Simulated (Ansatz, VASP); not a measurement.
C: VASP beside Ansatz

INCAR

```
SYSTEM = C
ALGO     = Normal         ! electronic algorithm
EDIFF    = 1E-6           ! SCF threshold, eV
EDIFFG   = -0.04          ! ionic threshold
ENCUT    = 600            ! plane-wave cutoff, eV
GGA      = PE             ! functional
IBRION   = 2              ! ionic algorithm
ISIF     = 3              ! what is computed and relaxed
ISMEAR   = 0              ! smearing method
LASPH    = .TRUE.         ! aspherical terms in the spheres
LCHARG   = .FALSE.        ! write CHGCAR
LREAL    = .FALSE.        ! projectors in reciprocal space
LWAVE    = .FALSE.        ! write WAVECAR
NELM     = 80             ! most SCF steps
NSW      = 90             ! ionic steps
PREC     = Accurate       ! precision mode
SIGMA    = 0.1            ! smearing width, eV
```

Contents of KPOINTS:

```
k-points
0
G
  6 6 6
  0 0 0
```

File POSCAR:

```
C
1.0
    0.0000000000      4.9558379500      1.6377032800
    2.5424914600      0.0000000000      1.6377032800
    2.5424914600      4.9558379500      0.0000000000
C
6
Direct
    0.2431710100      0.2431710100      0.2568289900
    0.9931710100      0.9931710100      0.0068289900
    0.9870180000      0.5116720200      0.2334170000
    0.5116720200      0.9870180000      0.2678929800
    0.9821070200      0.0165830000      0.7383279800
    0.0165830000      0.9821070200      0.2629820000
```

Input for Ansatz:

```yaml
crystal:
  lattice:
    - [0.0, 4.95583795, 1.63770328]
    - [2.54249146, 0.0, 1.63770328]
    - [2.54249146, 4.95583795, 0.0]
  atoms:
    - { symbol: C, position: [0.24317101, 0.24317101, 0.25682899] }
    - { symbol: C, position: [0.99317101, 0.99317101, 0.00682899] }
    - { symbol: C, position: [0.987018, 0.51167202, 0.233417] }
    - { symbol: C, position: [0.51167202, 0.987018, 0.26789298] }
    - { symbol: C, position: [0.98210702, 0.016583, 0.73832798] }
    - { symbol: C, position: [0.016583, 0.98210702, 0.262982] }
basis:
  ecutwfc: 420
kpoints:
  mp_grid: { grid: [6, 6, 6] }
hamiltonian:
  xc: pbe
scf:
  occupations: { method: gaussian, width: 0.1 }
  lower_state_search: "off"
output:
  forces: true
  stress: true
  eigenvalues: true
relax:
  adjacent_minimum: "off"
  f_tol: 0.04
  max_steps: 70
  cell: { stress_tol: 0.4 }
```

Alike in both runs: task relaxation of cell and atoms; functional PBE; k mesh 6 × 6 × 6; occupations gaussian, width 0.1 eV; no spin polarisation.

|  | VASP | Ansatz |
| --- | --- | --- |
| version | VASP 6.6.1 | Ansatz 0.2.0 |
| potentials or method | VASP PAW PBE potentials, release 64 (C), cutoff 600 eV | scalar-relativistic, plane waves, PAW |
| valence electrons in the cell | 24 | 24 |

|  | VASP | Ansatz | Ansatz less VASP |
| --- | --- | --- | --- |
| gap on the k mesh at the Fermi level, each at its own relaxed structure (eV) | 1.76 | 1.79 | +0.023 |
| relaxed volume (Å³/atom) | 7.44 | 7.51 | +0.073 |
| relaxed cell length with the largest relative difference (Å) | 3.133 | 3.149 | +0.0165 |
